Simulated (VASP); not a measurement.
## Fe4Pt: single point with PBE

Fe4Pt:

```xyz
5
Lattice="-3.3044 3.3044 1.4554 3.3044 -3.3044 1.4554 3.3044 3.3044 -1.4554" Properties=species:S:1:pos:R:3 pbc="T T T"
Fe    2.5983    1.2433    1.4554
Fe    0.7061    2.0611    0.0000
Fe    4.5477    0.7061    0.0000
Fe   -1.2433    2.5983    1.4554
Pt    0.0000    0.0000    1.4554
```

```json
{
 "Program": "VASP 6.6.1",
 "Task": "single point",
 "Functional": "PBE",
 "Potentials or basis": "VASP PAW PBE potentials, release 64 (Fe, Pt)",
 "Cutoff": "600 eV",
 "k mesh": "14 × 14 × 14",
 "Occupations": "gaussian, width 0.1 eV",
 "Spin": "collinear spin, ferromagnetic start",
 "Starting moments": "[2.99, 2.99, 2.99, 2.99, 0.58] μB",
 "Dipole correction": "no",
 "Further INCAR settings": "ALGO = Normal; EDIFF = 1e-06; NBANDS = 33"
}
```

* Pressure: -0.4 GPa
* Largest force: 0.005 eV/Å
* Net moment: 11.22 μB per cell
* Site moments: Fe +2.69; Pt +0.44 μB
* Valence electrons inside the program's atomic spheres: Fe 7.12; Pt 9.40

Forces in eV/Å, atoms in the order of the input:
```
Fe   0.001 -0.005  0.000
Fe  -0.001  0.005  0.000
Fe  -0.005 -0.001  0.000
Fe   0.005  0.001  0.000
Pt   0.000  0.000  0.000
```

Levels at points of the mesh, in eV from the Fermi level:
Spin up:
```csv
k point,band 24,band 25,band 26,band 27,band 28,band 29,band 30,band 31
"(0.00, 0.00, 0.00)",-0.64,-0.64,-0.48,0.94,1.10,1.10,2.60,8.33
"(0.50, 0.00, 0.00)",-0.90,-0.20,0.05,0.13,0.59,3.56,3.83,6.36
"(0.50, 0.50, 0.00)",-1.21,-0.74,-0.67,-0.21,0.00,2.43,3.62,6.23
"(0.50, 0.50, 0.50)",-1.24,-1.12,-0.71,-0.44,-0.44,-0.39,8.40,8.40
```
Spin down:
```csv
k point,band 12,band 13,band 14,band 15,band 16,band 17,band 18,band 19
"(0.00, 0.00, 0.00)",-1.18,-0.56,-0.46,-0.37,-0.37,0.02,0.27,0.60
"(0.50, 0.00, 0.00)",-1.30,-1.03,-0.91,-0.21,0.18,0.34,0.93,1.10
"(0.50, 0.50, 0.00)",-0.56,-0.53,-0.43,-0.04,0.25,0.38,0.49,0.57
"(0.50, 0.50, 0.50)",-0.91,-0.91,-0.79,-0.08,0.18,0.71,0.71,0.98
```

It took 19 min on 4 MPI ranks on Intel(R) Xeon(R) 6975P-C (Granite Rapids) (shared host), peak memory 1.4 GiB a rank.

Caveat: spin-orbit coupling is left out, which moves the levels of the heavy elements.
